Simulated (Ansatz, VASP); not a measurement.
**Two plane-wave programs on SiC**

```
Si C
1.0
     3.05505    0.00000    0.00000
    -1.52753    2.64575    0.00000
     0.00000    0.00000   10.00306
Si C
4 4
Direct
  0.00000 0.00000 0.18789
  0.00000 0.00000 0.68789
  0.33333 0.66667 0.43784
  0.66667 0.33333 0.93784
  0.00000 0.00000 0.00046
  0.00000 0.00000 0.50046
  0.33333 0.66667 0.24980
  0.66667 0.33333 0.74980
```

Alike in both runs: task single point; functional PBEsol; dispersion D4; k mesh 10 × 10 × 3; occupations fermi-dirac, width 0.05 eV; no spin polarisation.

```csv
,VASP,Ansatz
version,VASP 6.6.1,Ansatz 0.2.0
potentials or method,"VASP PAW PBE potentials, release 64 (Si, C)",Ansatz PAW
plane-wave cutoff (eV),520,420
valence electrons in the cell,32,32
```

VASP gave:

| Item | Value |
| --- | --- |
| gap on the k mesh at the Fermi level (eV) | 2.11 |
| least direct gap on the mesh (eV) | 3.24 |
| pressure (GPa) | 3.0 |
| traceless stress, the component that is largest in VASP (GPa) | -0.13 |
| rms of the force components (eV/Å) | 0.004 |

**Question.** Estimate Ansatz's values.

**Answer.** gap on the k mesh at the Fermi level (eV): 2.12; least direct gap on the mesh (eV): 3.25; pressure (GPa): 2.6; traceless stress, the component that is largest in VASP (GPa): -0.13; rms of the force components (eV/Å): 0.004.

VASP's potentials were made for PBE, not for PBEsol. Atom by atom the forces differ by 0.001 eV/Å (rms over components).

Noted on Ansatz's run: odd divisions of the mesh miss points on the zone boundary, where band edges often lie, so the gap on the mesh can be too wide.
